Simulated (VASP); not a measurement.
# BaTiO3 (R3m) in VASP: further runs

Runs on BaTiO3. Level: PBEsol. Tasks: single point.

Everything below comes from runs of VASP 6.6.1. Logs are shortened: lines on timing, memory, paths and dates and some standing lists are left out, and cuts for length are marked.

**1. The cell of the first run**

Symmetry: R3m, No. 160, trigonal system. The conventional cell has a = 5.655 Å, b = 5.655 Å, c = 6.953 Å, α = 90.00°, β = 90.00°, γ = 120.00°. Ba (site symmetry 3m) has 12 O at 2.79 to 2.88 Å and 8 Ti at 3.38 to 3.57 Å within 3.7 Å. Ti (site symmetry 3m) has 6 O at 1.88 to 2.14 Å within 2.5 Å. O (site symmetry m) has 2 Ti at 1.88 to 2.14 Å within 2.5 Å.

**2. Single point, PBEsol**

INCAR reads:

```
SYSTEM = BaTiO3
ALGO = Normal ; EDIFF = 1E-7
ENCUT = 520 ; GGA = PS
ISIF = 2 ; ISMEAR = 0
LASPH = .TRUE. ; LCHARG = .FALSE.
LREAL = .FALSE. ; LWAVE = .FALSE.
NBANDS = 28 ; NELM = 60
PREC = Accurate ; SIGMA = 0.02
```

KPOINTS reads:

```
k-points
0
G
  6 6 6
  0 0 0
```

POSCAR reads:

```
BaTiO3
1.0
    2.8276681575      1.6325549719      2.3177316080
   -2.8276681575      1.6325549719      2.3177316080
    0.0000000000     -3.2651099438      2.3177316080
Ba Ti O
1 1 3
Direct
    0.0000000000      0.0000000000      0.0000000000
    0.5140000000      0.5140000000      0.5140000000
    0.4916000000      0.4916000000      0.9815000000
    0.4916000000      0.9815000000      0.4916000000
    0.9815000000      0.4916000000      0.4916000000
```

Potentials or basis: VASP PAW PBE potentials, release 64 (Ba_sv, Ti_sv, O).

Launch:

```sh
$ cat potpaw_PBE.64/Ba_sv/POTCAR potpaw_PBE.64/Ti_sv/POTCAR potpaw_PBE.64/O/POTCAR > POTCAR
$ mpirun -np 1 vasp_std > vasp.out
```

OUTCAR:

```text
SYSTEM = BaTiO3
   EDIFF = 1E-7
   ENCUT = 520
   GGA = PS
   ISIF = 2
   ISMEAR = 0
   LASPH = .TRUE.
   LREAL = .FALSE.
   NELM = 60
   PREC = Accurate

 ion  position               nearest neighbor table
   1  0.000  0.000  0.000-   3 2.79   4 2.79   5 2.79   5 2.83   4 2.83   4 2.83   5 2.83   3 2.83
                             3 2.83   3 2.88   4 2.88   5 2.88   2 3.38   2 3.43   2 3.43   2 3.43
   2  0.514  0.514  0.514-   3 1.88   4 1.88   5 1.88   3 2.14   4 2.14   5 2.14   1 3.38   1 3.43
                             1 3.43   1 3.43   1 3.50   1 3.50   1 3.50   1 3.57
   3  0.492  0.492  0.981-   2 1.88   2 2.14   1 2.79   1 2.83   1 2.83   1 2.88
   4  0.492  0.981  0.492-   2 1.88   2 2.14   1 2.79   1 2.83   1 2.83   1 2.88
   5  0.981  0.492  0.492-   2 1.88   2 2.14   1 2.79   1 2.83   1 2.83   1 2.88

  LATTYP: Found a trigonal (rhomboedric) cell.
 ALAT       =     4.0041007420
 COS(alpha) =     0.0025827226

  Lattice vectors:

 A1 = (   2.8276681575,   1.6325549719,   2.3177316080)
 A2 = (  -2.8276681575,   1.6325549719,   2.3177316080)
 A3 = (   0.0000000000,  -3.2651099438,   2.3177316080)

Analysis of symmetry for initial positions (statically):
=====================================================================
 Subroutine PRICEL returns:
 Original cell was already a primitive cell.

 Routine SETGRP: Setting up the symmetry group for a
 trigonal (rhombohedral) supercell.

 Subroutine GETGRP returns: Found  6 space group operations
 (whereof  6 operations were pure point group operations)
 out of a pool of 12 trial point group operations.

The static configuration has the point symmetry C_3v.

Analysis of symmetry for dynamics (positions and initial velocities):
=====================================================================
 Subroutine PRICEL returns:
 Original cell was already a primitive cell.

 Routine SETGRP: Setting up the symmetry group for a
 trigonal (rhombohedral) supercell.

 Subroutine GETGRP returns: Found  6 space group operations
 (whereof  6 operations were pure point group operations)
 out of a pool of 12 trial point group operations.

The dynamic configuration has the point symmetry C_3v.

 Subroutine INISYM returns: Found  6 space group operations
 (whereof  6 operations are pure point group operations),
 and found     1 'primitive' translations

----------------------------------------------------------------------------------------

[... 99 lines left out ...]
   LREAL  =      F    real-space projection
   EDIFFG = 0.1E-05   stopping-criterion for IOM
   NSW    =      0    number of steps for IOM
   IBRION =     -1    ionic relax: 0-MD 1-quasi-New 2-CG
   NFREE  =      0    steps in history (QN), initial steepest desc. (CG)
   ISIF   =      2    stress and relaxation
   ISYM   =      2    0-nonsym 1-usesym 2-fastsym
   POTIM  = 0.5000    time-step for ionic-motion
   TEBEG  =    0.0;   TEEND  =   0.0 temperature during run
   PSTRESS=    0.0 pullay stress
   NELECT =      40.0000    total number of electrons
   NUPDOWN=      -1.0000    fix difference up-down
   EMIN   =  10.00;   EMAX   =-10.00  energy-range for DOS
   EFERMI =   0.00;   METHOD = LEGACY
   ISMEAR =     0;   SIGMA  =   0.02  broadening in eV -4-tet -1-fermi 0-gaus
   EFERMI_NEDOS =   21; number of points for ismear=-14 and -15
   IALGO  =     38    algorithm
   IMIX   =      4    mixing-type and parameters
     AMIX     =   0.40;   BMIX     =  1.00
     AMIX_MAG =   1.60;   BMIX_MAG =  1.00
  volume/ion in A,a.u.               =      12.84        86.64
  Fermi-wavevector in a.u.,A,eV,Ry     =   1.398271  2.642349 26.601582  1.955161
  Thomas-Fermi vector in A             =   2.521445
   LORBIT       =      0    0 simple, 1 ext, 2 COOP (PROOUT), +10 PAW based schemes
   GGA     = PS    functional components
   LHFCALC =     F    Hartree Fock is set to
   AEXX    =    0.0000 exact exchange contribution
   IVDW    =     0    specifies the selected vdW correction
   LEPSILON=     F    determine dielectric tensor
   LRPA    =     F    only Hartree local field effects (RPA)
 non-spin polarized calculation
 Gauss-broadening in eV      SIGMA  =   0.02
  energy-cutoff  :      520.00
  volume of cell :       64.20
 maximum number of plane-waves:      1750
 NGX is ok and might be reduce to    30
   NGX = 15   NGY = 15   NGZ = 15

 number of electron      40.0000004 magnetization

 Free energy of the ion-electron system (eV)
  ---------------------------------------------------
  ext. energy  EPLUGINS =         0.00000000
  ---------------------------------------------------
  free energy    TOTEN  =       -42.00593826 eV

  energy without entropy =      -42.00593826  energy(sigma->0) =      -42.00593826

 E-fermi :   3.7573     XC(G=0): -11.4939

 val. band max:        3.6294790852   @ k =   0.5000   0.5000   0.5000
 cond. band min:       5.9367727234   @ k =   0.0000   0.0000   0.0000
 fundamental gap:      2.3072936382
 Fermi energy:         3.7572680255

 k-point     1 :       0.0000    0.0000    0.0000
  band No.  band energies     occupation
      1     -52.4088      2.00000
      2     -28.7785      2.00000
      3     -28.7785      2.00000
      4     -28.7743      2.00000
      5     -21.1261      2.00000
      6     -13.1230      2.00000
[... 733 lines left out ...]
     27      11.7484      0.00000
     28      12.2174      0.00000

 [... further k-points ...]

------------------------ aborting loop because EDIFF is reached ----------------------------------------

  FORCE on cell =-STRESS in cart. coord.  units (eV):
  Direction    XX          YY          ZZ          XY          YZ          ZX
  --------------------------------------------------------------------------------------
  -------------------------------------------------------------------------------------
  Total        0.2680929      0.2680929      0.1595889      0.0000000      0.0000000      0.0000000
  in kB        6.6909103      6.6909103      3.9829297      0.0000000      0.0000000      0.0000000
  external PRESSURE =       5.7882501 kB  Pullay stress =       0.0000000 kB

 VOLUME and BASIS-vectors are now :
 -----------------------------------------------------------------------------
  energy-cutoff  :      520.00
  volume of cell :       64.20
      direct lattice vectors                 reciprocal lattice vectors
     2.827668157  1.632554972  2.317731608     0.176824143  0.102089467  0.143818780
    -2.827668157  1.632554972  2.317731608    -0.176824143  0.102089467  0.143818780
     0.000000000 -3.265109944  2.317731608     0.000000000 -0.204178934  0.143818780

 POSITION                                       TOTAL-FORCE (eV/Angst)
 -----------------------------------------------------------------------------------
      0.00000      0.00000      0.00000         0.000000     -0.000000      0.084381
      0.00000      0.00000      3.57394         0.000000     -0.000000     -0.063727
      0.00000     -1.59958      4.55365         0.000000     -0.151450     -0.006885
     -1.38527      0.79979      4.55365        -0.131159      0.075725     -0.006885
      1.38527      0.79979      4.55365         0.131159      0.075725     -0.006885
 -----------------------------------------------------------------------------------
    total drift:                               -0.000000      0.000004     -0.001196

  FREE ENERGIE OF THE ION-ELECTRON SYSTEM (eV)
  ---------------------------------------------------
  free  energy   TOTEN  =       -42.0059382610 eV

  energy  without entropy=      -42.0059382610  energy(sigma->0) =      -42.00593826
```

OSZICAR:

```text
N       E                     dE             d eps       ncg     rms          rms(c)
DAV:   1     0.438653417303E+03    0.43865E+03   -0.20761E+04  1792   0.154E+03
DAV:   2    -0.566923433972E+01   -0.44432E+03   -0.42367E+03  2028   0.430E+02
DAV:   3    -0.496945493317E+02   -0.44025E+02   -0.43624E+02  2484   0.134E+02
DAV:   4    -0.518879829598E+02   -0.21934E+01   -0.21888E+01  2712   0.253E+01
DAV:   5    -0.519488767357E+02   -0.60894E-01   -0.60883E-01  2396   0.338E+00    0.236E+01
DAV:   6    -0.422203401379E+02    0.97285E+01   -0.51240E+01  2664   0.670E+01    0.995E+00
DAV:   7    -0.421802081099E+02    0.40132E-01   -0.99765E+00  2440   0.231E+01    0.728E+00
DAV:   8    -0.419985628913E+02    0.18165E+00   -0.74789E-01  2204   0.829E+00    0.308E+00
DAV:   9    -0.420262204198E+02   -0.27658E-01   -0.24209E-01  2500   0.360E+00    0.134E+00
DAV:  10    -0.420067999814E+02    0.19420E-01   -0.11991E-01  2064   0.373E+00    0.346E-01
DAV:  11    -0.420059667072E+02    0.83327E-03   -0.66036E-03  2292   0.689E-01    0.778E-02
DAV:  12    -0.420061729841E+02   -0.20628E-03   -0.12476E-03  2640   0.300E-01    0.139E-01
DAV:  13    -0.420059406557E+02    0.23233E-03   -0.90312E-04  2240   0.314E-01    0.183E-02
DAV:  14    -0.420059379032E+02    0.27524E-05   -0.35423E-05  2208   0.525E-02    0.493E-03
DAV:  15    -0.420059383945E+02   -0.49128E-06   -0.26257E-06  2368   0.118E-02    0.251E-03
DAV:  16    -0.420059382856E+02    0.10894E-06   -0.95424E-08  1380   0.253E-03    0.137E-03
DAV:  17    -0.420059382610E+02    0.24546E-07   -0.12297E-07  1496   0.340E-03
   1 F= -.42005938E+02 E0= -.42005938E+02  d E =-.972586E-22
```

It took 77 s on 1 thread of Intel Xeon 8259CL, shared host; peak memory 0.21 GiB.

Results:

- Free energy: -42.0059 eV
- Pressure: 0.6 GPa
- Largest force: 0.152 eV/Å
- Band gap on the k mesh: 2.31 eV (least direct gap 2.69 eV)

Forces on the atoms (eV/Å):
```
Ba   0.000  0.000  0.084
Ti   0.000  0.000 -0.064
O    0.000 -0.151 -0.007
O   -0.131  0.076 -0.007
O    0.131  0.076 -0.007
```

Caveat: the PAW data sets were made with another functional, which shifts forces and pressure a little; spin-orbit coupling is left out, which moves the levels of the heavy elements. A k mesh can miss the band edges.

**3. Single point, PBEsol, collinear spin**

INCAR reads:

```
ALGO = Normal
EDIFF = 1E-6
ENCUT = 520
GGA = PS
ISIF = 2
ISMEAR = 0
ISPIN = 2
LASPH = T
LCHARG = F
LMAXMIX = 4
LORBIT = 11
LREAL = F
LWAVE = F
MAGMOM = 0 1 0 0 0
NBANDS = 32
NELM = 150
PREC = Accurate
SIGMA = 0.1
```

KPOINTS reads:

```
k-points
0
Gamma
  6 6 6
```

POSCAR is that of step 2.

Potentials or basis: VASP PAW PBE potentials, release 64 (Ba_sv, Ti_sv, O).

Launch:

```sh
$ cat potpaw_PBE.64/Ba_sv/POTCAR potpaw_PBE.64/Ti_sv/POTCAR potpaw_PBE.64/O/POTCAR > POTCAR
$ mpirun -np 1 vasp_std > vasp.out
```

It took 2.3 min on 1 thread of Intel Xeon 8259CL, shared host; peak memory 0.26 GiB.

Results (log left out):

```
Free energy                                           : -42.0059 eV
Pressure                                              : 0.6 GPa
Largest force                                         : 0.152 eV/Å
Band gap on the k mesh                                : 2.31 eV (least direct gap 2.69 eV)
Net moment                                            : 0.00 μB per cell
Valence electrons inside the program's atomic spheres : Ba 7.97; Ti 10.31; O 5.01
```

Forces on the atoms (eV/Å):
```
Ba   0.000  0.000  0.084
Ti   0.000  0.000 -0.063
O    0.000 -0.151 -0.007
O   -0.131  0.076 -0.007
O    0.131  0.076 -0.007
```

Stress tensor (GPa, compression positive):
```
0.68 0.00 0.00
0.00 0.68 0.00
0.00 0.00 0.41
```

Levels at points of the mesh, in eV from the valence-band top:
Spin up:
```tsv
k point	band 18	band 19	band 20	band 21	band 22	band 23
(0.00, 0.00, 0.00)	-0.52	-0.39	-0.39	2.31	2.31	2.44
(0.50, 0.00, 0.00)	-1.66	-0.96	-0.84	2.48	3.78	3.86
(0.50, 0.50, 0.00)	-0.90	-0.85	-0.10	3.85	3.85	4.19
(0.50, 0.50, 0.50)	-0.02	-0.02	0.00	4.35	4.48	4.48
```
Spin down:
```tsv
k point	band 17	band 18	band 19	band 20	band 21	band 22	band 23	band 24
(0.00, 0.00, 0.00)	-1.08	-0.52	-0.39	-0.39	2.31	2.31	2.44	4.49
(0.50, 0.00, 0.00)	-1.71	-1.66	-0.96	-0.84	2.48	3.78	3.86	4.45
(0.50, 0.50, 0.00)	-1.65	-0.90	-0.85	-0.10	3.85	3.85	4.19	5.06
(0.50, 0.50, 0.50)	-2.37	-0.02	-0.02	0.00	4.35	4.48	4.48	6.54
```

Caveat: the PAW data sets were made with another functional, which shifts forces and pressure a little; spin-orbit coupling is left out, which moves the levels of the heavy elements. A k mesh can miss the band edges.

**4. Single point, PBEsol**

INCAR reads:

```
PREC = Accurate
ENCUT = 520
EDIFF = 1E-6
ISMEAR = 0
SIGMA = 0.02
LREAL = False
LASPH = True
NELM = 80
ALGO = Normal
ISIF = 2
LWAVE = False
LCHARG = True
GGA = PS
LELF = True
LVHAR = True
NBANDS = 28
```

KPOINTS reads:

```
Automatic mesh
0
Gamma
  6 6 6
```

POSCAR is that of step 3.

Launch:

```sh
$ cat potpaw_PBE.64/Ba_sv/POTCAR potpaw_PBE.64/Ti_sv/POTCAR potpaw_PBE.64/O/POTCAR > POTCAR
$ mpirun -np 1 vasp_std > vasp.out
```

Wall time 70 s (1 thread of Intel Xeon 8259CL, shared host); peak memory 0.21 GiB.

The run converged. Its results:

```yaml
Free_energy: -42.0059 eV
Pressure: 0.6 GPa
Largest_force: 0.152 eV/Å
Band_gap_on_the_k_mesh: 2.31 eV (least direct gap 2.69 eV)
```

Forces in eV/Å, atoms in the order of the input:
```
Ba   0.000  0.000  0.084
Ti   0.000  0.000 -0.064
O    0.000 -0.152 -0.007
O   -0.131  0.076 -0.007
O    0.131  0.076 -0.007
```

Stress tensor (GPa, compression positive):
```
0.66 0.00 0.00
0.00 0.66 0.00
0.00 0.00 0.39
```

Levels at points of the mesh, in eV from the valence-band top:
| k point | band 17 | band 18 | band 19 | band 20 | band 21 | band 22 | band 23 | band 24 |
| --- | --- | --- | --- | --- | --- | --- | --- | --- |
| (0.00, 0.00, 0.00) | -1.08 | -0.52 | -0.39 | -0.39 | 2.31 | 2.31 | 2.44 | 4.49 |
| (0.50, 0.00, 0.00) | -1.71 | -1.66 | -0.96 | -0.84 | 2.48 | 3.78 | 3.86 | 4.45 |
| (0.50, 0.50, 0.00) | -1.65 | -0.90 | -0.85 | -0.10 | 3.85 | 3.85 | 4.19 | 5.06 |
| (0.50, 0.50, 0.50) | -2.37 | -0.02 | -0.02 | 0.00 | 4.35 | 4.48 | 4.48 | 6.54 |

Caveat: the PAW data sets were made with another functional, which shifts forces and pressure a little; spin-orbit coupling is left out, which moves the levels of the heavy elements. A k mesh can miss the band edges.
